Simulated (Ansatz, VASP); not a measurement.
# Na: VASP beside Ansatz

File INCAR:

```
SYSTEM = Na
PREC     = Accurate       ! precision mode
ENCUT    = 520            ! plane-wave cutoff, eV
EDIFF    = 1E-6           ! SCF threshold, eV
ISMEAR   = -1             ! smearing method
SIGMA    = 0.1            ! smearing width, eV
LREAL    = .False.        ! projectors in reciprocal space
LASPH    = .True.         ! aspherical terms in the spheres
NELM     = 60             ! most SCF steps
ALGO     = Normal         ! electronic algorithm
ISIF     = 2              ! what is computed and relaxed
LWAVE    = .False.        ! write WAVECAR
LCHARG   = .True.         ! write CHGCAR
LELF     = .True.         ! ELF
LVHAR    = .True.       
NBANDS   = 10             ! bands
```

The input KPOINTS:

```
Automatic mesh
0
Gamma
  12 12 12
  0 0 0
```

Contents of POSCAR:

```
Na
1.0
    0.0000000000      2.5920675642      2.5920675642
    2.5920675642      0.0000000000      2.5920675642
    2.5920675642      2.5920675642      0.0000000000
Na
1
Direct
    0.0000000000      0.0000000000      0.0000000000
```

Input for Ansatz:

```yaml
crystal:
  lattice:
    - [0.0, 2.5920675642, 2.5920675642]
    - [2.5920675642, 0.0, 2.5920675642]
    - [2.5920675642, 2.5920675642, 0.0]
  atoms:
    - { symbol: Na, position: [0.0, 0.0, 0.0] }
hamiltonian:
  xc: lda
  pseudopotentials:
    kind: paw
    azcp:
      Na: "pseudopotentials/Na.paw.azcp"
basis:
  ecutwfc: 420
  fft_grid_basis: typed
kpoints:
  mp_grid: { grid: [12, 12, 12], shift: [0, 0, 0] }
magnetization:
  spin_polarized: false
scf:
  occupations: { method: fermi_dirac, width: 0.1 }
  lower_state_search: "off"
output:
  stress: true
```

Alike in both runs: task single point; functional LDA; k mesh 12 × 12 × 12; occupations fermi-dirac, width 0.1 eV; no spin polarisation.

|  | VASP | Ansatz |
| --- | --- | --- |
| version | VASP 6.6.1 | Ansatz 0.2.0 |
| potentials or method | VASP PAW LDA potentials, release 64 (Na_pv), cutoff 520 eV | plane waves (420 eV) with PAW, scalar-relativistic |
| valence electrons in the cell | 7 | 9 |

|  | VASP | Ansatz | Ansatz less VASP |
| --- | --- | --- | --- |
| pressure (GPa) | -0.4 | -0.4 | +0.03 |

Ansatz warns that its potentials were made for another functional, while VASP's fit it. LDA's correlation is that of Perdew and Zunger in VASP and of Perdew and Wang (1992) in Ansatz. VASP's potentials hold 7 valence electrons a cell and Ansatz's 9, so a difference there can come from the potentials and not from the codes.
